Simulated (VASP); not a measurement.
The system is CoO.

```
Co O
1.0
     0.00000    2.13150    2.13150
     2.13150    0.00000    2.13150
     2.13150    2.13150    0.00000
Co O
1 1
Cartesian
  0.0000 0.0000 0.0000
  2.1315 2.1315 2.1315
```

Base run:

```yaml
Program: VASP 6.6.1
Functional: PBE
Potentials_or_basis: VASP PAW PBE potentials, release 64 (Co, O)
Cutoff: 520 eV
k_mesh: 9 × 9 × 9
Occupations: fermi-dirac, width 0.02 eV
Spin: collinear spin, ferromagnetic start
Starting_moments: "[3.39, 0.0] μB"
Fixed_moment: 3.39 μB
Hubbard_terms: Co d U = 4.8 eV
```

Its results: pressure 6.4 GPa; site moments Co +2.95; O +0.37 μB.

Problem. After a change of settings the same cell gave: pressure -2.8 GPa; site moments Co +2.67; O +0.16 μB. Which change was it?
A. fixed moment from 3.39 μB to 2.82 μB; moments at the start from [3.39, 0.0] to [2.82, 0.0]
B. fixed moment from 3.39 μB to 4.52 μB; moments at the start from [3.39, 0.0] to [4.52, 0.0]
C. fixed moment from 3.39 μB to 3.95 μB; moments at the start from [3.39, 0.0] to [3.95, 0.0]
D. fixed moment from 3.39 μB to 1.69 μB; moments at the start from [3.39, 0.0] to [1.69, 0.0]

Solution. A.

Caveats: the total moment is fixed, so each spin has its own Fermi level; a cell with one magnetic atom can't hold antiferromagnetic order, which such compounds often take; the cell stands under pressure (at least some runs).
